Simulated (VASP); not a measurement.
Write the native input for VASP 6.6.1 that does the following.

| Quantity | Value |
| --- | --- |
| Task | single point |
| Functional | PBEsol |
| Potentials or basis | VASP PAW PBE potentials, release 64 (Re_sv_GW) |
| Cutoff | 560 eV |
| k mesh | 6 × 6 × 6 |
| Occupations | gaussian, width 0.1 eV |
| Spin | no spin polarisation |
| Dipole correction | no |
| Further INCAR settings | ALGO = Normal; EDIFF = 1e-06; NBANDS = 22 |

The structure of Re lies in POSCAR:

```
Re
1.0
    0.0000000000      2.5672739409      2.5672739409
    2.5672739409      0.0000000000      2.5672739409
    2.5672739409      2.5672739409      0.0000000000
Re
2
Direct
    0.5000000000      0.5000000000      0.5000000000
    0.7500000000      0.7500000000      0.7500000000
```

This isn't the form of Re at room conditions, which is hcp.

The input as run:

INCAR

```
SYSTEM = Re
  PREC = Accurate
  ENCUT = 560
  EDIFF = 1E-6
  ISMEAR = 0
  SIGMA = 0.1
  LREAL = .False.
  LASPH = .True.
  NELM = 120
  ALGO = Normal
  ISIF = 2
  LWAVE = .False.
  LCHARG = .False.
  GGA = PS
  NBANDS = 22
  GGA_COMPAT = .False.
```

KPOINTS

```
Automatic mesh
0
Gamma
  6 6 6
  0 0 0
```

Potentials or basis: VASP PAW PBE potentials, release 64 (Re_sv_GW).

Command:

```bash
$ cat potpaw_PBE.64/Re_sv_GW/POTCAR > POTCAR
$ mpirun -np 1 vasp_std > vasp.out
```

It gave:

```json
{
 "Pressure": "81.2 GPa",
 "Band gap on the k mesh": "zero (bands 15 and 16 overlap by 1.62 eV)"
}
```

Caveat: the cell stands under pressure; the PAW data sets were made with another functional, which shifts forces and pressure a little; spin-orbit coupling is left out, which moves the levels of the heavy elements.

It took 13 s on 1 thread of AMD EPYC 9R45 96-Core Processor (Zen 5), with other jobs on the host, peak memory 0.13 GiB.
